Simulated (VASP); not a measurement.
Mg3CdSe4: single point with PBE

The system is Mg3CdSe4.

```
Mg Cd Se
1.0
     6.04379    0.00000    0.00000
     0.00000    6.04379    0.00000
     0.00000    0.00000    6.04379
Mg Cd Se
3 1 4
Direct
  0.00000 0.50000 0.50000
  0.50000 0.00000 0.50000
  0.50000 0.50000 0.00000
  0.00000 0.00000 0.00000
  0.25565 0.25565 0.74435
  0.25565 0.74435 0.25565
  0.74435 0.25565 0.25565
  0.74435 0.74435 0.74435
```

* Program: VASP 6.6.1
* Task: single point
* Functional: PBE
* Potentials or basis: VASP PAW PBE potentials, release 64 (Mg, Cd, Se)
* Cutoff: 520 eV
* k mesh: 6 × 6 × 6
* Occupations: gaussian, width 0.02 eV
* Spin: no spin polarisation

```
Pressure               : 0.0 GPa
Largest force          : 0.041 eV/Å
Band gap on the k mesh : 1.93 eV
```

Forces in eV/Å, atoms in the order of the input:
```
Mg   0.000  0.000  0.000
Mg   0.000  0.000  0.000
Mg   0.000  0.000  0.000
Cd   0.000  0.000  0.000
Se   0.024  0.024 -0.024
Se   0.024 -0.024  0.024
Se  -0.024  0.024  0.024
Se  -0.024 -0.024 -0.024
```

Levels at points of the mesh, in eV from the valence-band top:
```
           k point  band 19  band 20  band 21  band 22  band 23  band 24
(0.00, 0.00, 0.00)     0.00     0.00     0.00     1.93     3.44     3.44
(0.50, 0.00, 0.00)    -0.80    -0.57    -0.57     4.04     4.24     4.88
(0.50, 0.50, 0.00)    -0.45    -0.36    -0.36     4.25     5.19     5.19
(0.50, 0.50, 0.50)    -0.26    -0.26    -0.26     2.84     3.94     3.94
```

It took 4.6 min on 1 thread of Intel Xeon 8259CL (shared host), peak memory 0.41 GiB.
